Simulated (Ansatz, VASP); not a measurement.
Se in VASP and in Ansatz

Contents of INCAR:

```
ALGO     = Normal         # electronic algorithm
EDIFF    = 1E-6           # SCF threshold, eV
ENCUT    = 520            # plane-wave cutoff, eV
GGA      = PE             # functional
ISIF     = 2              # what is computed and relaxed
ISMEAR   = -1             # smearing method
LASPH    = True           # aspherical terms in the spheres
LCHARG   = False          # write CHGCAR
LREAL    = False          # projectors in reciprocal space
LWAVE    = False          # write WAVECAR
NBANDS   = 27             # bands
NELM     = 100            # most SCF steps
PREC     = Accurate       # precision mode
SIGMA    = 0.01           # smearing width, eV
```

File KPOINTS:

```
k-points
0
Gamma
  6 6 6
```

File POSCAR:

```
Se
1.0
    5.6809998619      3.2799267995      1.4763300000
   -5.6809998619      3.2799267995      1.4763300000
    0.0000000000     -6.5598535991      1.4763300000
Se
6
Direct
    0.2806600000      0.1625100000      0.9181800000
    0.9181800000      0.2806600000      0.1625100000
    0.1625100000      0.9181800000      0.2806600000
    0.7193400000      0.8374900000      0.0818200000
    0.0818200000      0.7193400000      0.8374900000
    0.8374900000      0.0818200000      0.7193400000
```

Input for Ansatz:

```yaml
crystal:
  lattice:
    - [5.6809998619, 3.2799267995, 1.47633]
    - [-5.6809998619, 3.2799267995, 1.47633]
    - [0.0, -6.5598535991, 1.47633]
  atoms:
    - { symbol: Se, position: [0.28066, 0.16251, 0.91818] }
    - { symbol: Se, position: [0.91818, 0.28066, 0.16251] }
    - { symbol: Se, position: [0.16251, 0.91818, 0.28066] }
    - { symbol: Se, position: [0.71934, 0.83749, 0.08182] }
    - { symbol: Se, position: [0.08182, 0.71934, 0.83749] }
    - { symbol: Se, position: [0.83749, 0.08182, 0.71934] }
kpoints:
  mp_grid: { grid: [6, 6, 6] }
  band_path:
    path:
      - [0.0, 0.0, 0.0]
      - [0.5, 0.0, 0.0]
      - [0.5, -0.5, 0.5]
      - [0.200433267, -0.799566733, 0.200433267]
      - [0.200433267, 0.200433267, 0.200433267]
      - [0.0, 0.0, 0.0]
      - [0.5, -0.5, 0.0]
    npoints: 14
scf:
  occupations: { method: fermi_dirac, width: 0.01 }
hamiltonian:
  xc: pbe
  pseudopotentials: { kind: all_electron, lapw: { basis_error: 0.001 } }
output:
  forces: true
  stress: true
  eigenvalues: true
  populations: true
  dos: { projected: true, de: 0.2, e_range: [-14, 8] }
```

Alike in both runs: task single point; functional PBE; k mesh 6 × 6 × 6; occupations fermi-dirac, width 0.01 eV; no spin polarisation.

```csv
,VASP,Ansatz
version,VASP 6.6.1,Ansatz 0.2.0
potentials or method,"VASP PAW PBE potentials, release 64 (Se), cutoff 520 eV","all-electron LAPW, scalar-relativistic"
```

```tsv
	VASP	Ansatz	Ansatz less VASP
gap on the k mesh at the Fermi level (eV)	1.19	1.21	+0.013
pressure (GPa)	2.8	2.7	-0.15
traceless stress, the component that is largest in VASP (GPa)	-0.30	-0.25	+0.052
rms of the force components (eV/Å)	0.292	0.267	-0.0247
```

Atom by atom the forces differ by 0.025 eV/Å (rms over components). Ansatz ran all-electron here, and VASP with PAW potentials.
